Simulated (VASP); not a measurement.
Input of a VASP 6.6.1 run:

INCAR

```
SYSTEM = As3F
ALGO = Normal ; EDIFF = 1E-6
ENCUT = 520 ; GGA = PE
ISIF = 2 ; ISMEAR = 0
LASPH = .True. ; LCHARG = .True.
LELF = .True. ; LREAL = .False.
LVHAR = .True. ; LWAVE = .False.
NBANDS = 19 ; NELM = 80
PREC = Accurate ; SIGMA = 0.1
```

The input KPOINTS:

```
k-points
0
Gamma
  6 6 6
  0 0 0
```

The input POSCAR:

```
As3F
1.0
   -2.2289516240      2.2289516240      3.3307911377
    2.2289516240     -2.2289516240      3.3307911377
    2.2289516240      2.2289516240     -3.3307911377
As F
3 1
Direct
    0.5000000000      0.5000000000      0.0000000000
    0.2500000000      0.7500000000      0.5000000000
    0.7500000000      0.2500000000      0.5000000000
    0.0000000000      0.0000000000      0.0000000000
```

Potentials or basis: VASP PAW PBE potentials, release 64 (As, F).

Run with:

```console
$ cat potpaw_PBE.64/As/POTCAR potpaw_PBE.64/F/POTCAR > POTCAR
$ mpirun -np 1 vasp_std > vasp.out
```

Question: Predict the pressure.

Answer: -0.1 GPa.

Question: What does it give for the band gap on the k mesh?

Answer: Zero (bands 11 and 12 overlap by 3.85 eV).

Stress tensor (GPa, compression positive):
```
-0.12  0.00  0.00
 0.00 -0.12  0.00
 0.00  0.00  0.02
```
